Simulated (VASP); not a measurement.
Wanted: the native input for a VASP 6.6.1 run.

```yaml
Task: relaxation of cell and atoms
Functional: PBE
Potentials_or_basis: VASP PAW PBE potentials, release 64 (W_sv)
Cutoff: 600 eV
k_mesh: 14 × 14 × 14
Occupations: fermi-dirac, width 0.08 eV
Spin: no spin polarisation
Dipole_correction: no
Further_INCAR_settings: ALGO = Normal; EDIFF = 1e-06; IBRION = 2; EDIFFG = -0.005; NSW = 100; ISIF = 3
```

The structure of W lies in POSCAR:

```
W
1.0
   -1.6102605904      1.6102605904      1.6102605904
    1.6102605904     -1.6102605904      1.6102605904
    1.6102605904      1.6102605904     -1.6102605904
W
1
Direct
    0.0000000000      0.0000000000      0.0000000000
```

One way to write it, as run:

INCAR

```
SYSTEM = W
ALGO = Normal ; EDIFF = 1E-6
EDIFFG = -0.005 ; ENCUT = 600
GGA = PE ; IBRION = 2
ISIF = 3 ; ISMEAR = -1
LASPH = .TRUE. ; LCHARG = .FALSE.
LREAL = .FALSE. ; LWAVE = .FALSE.
NELM = 60 ; NSW = 100
PREC = Accurate ; SIGMA = 0.08
```

KPOINTS

```
k-points
0
G
  14 14 14
  0 0 0
```

Potentials or basis: VASP PAW PBE potentials, release 64 (W_sv).

The run is started by

```sh
$ cat potpaw_PBE.64/W_sv/POTCAR > POTCAR
$ mpirun -np 1 vasp_std > vasp.out
```

It gave:

```json
{
 "Relaxed volume": "16.18 Å³/atom",
 "Relaxed cell": "a = 2.760 Å, b = 2.760 Å, c = 2.760 Å, α = 109.47°, β = 109.47°, γ = 109.47°",
 "Space group after relaxing (to 0.05 Å)": "Im-3m (No. 229)",
 "Energy gained by relaxing": "15.3 meV/atom",
 "Ionic steps": "4",
 "Pressure after relaxing": "0.0 GPa",
 "Band gap on the k mesh": "zero (band 7 reaches 16.16 eV, above the bottom of band 8 at 9.95 eV)"
}
```

Caveat: spin-orbit coupling is left out, which moves the levels of the heavy elements.

Run time: 26 s on 1 thread of Intel(R) Xeon(R) Platinum 8488C (Sapphire Rapids), on a shared host, peak memory 0.16 GiB.
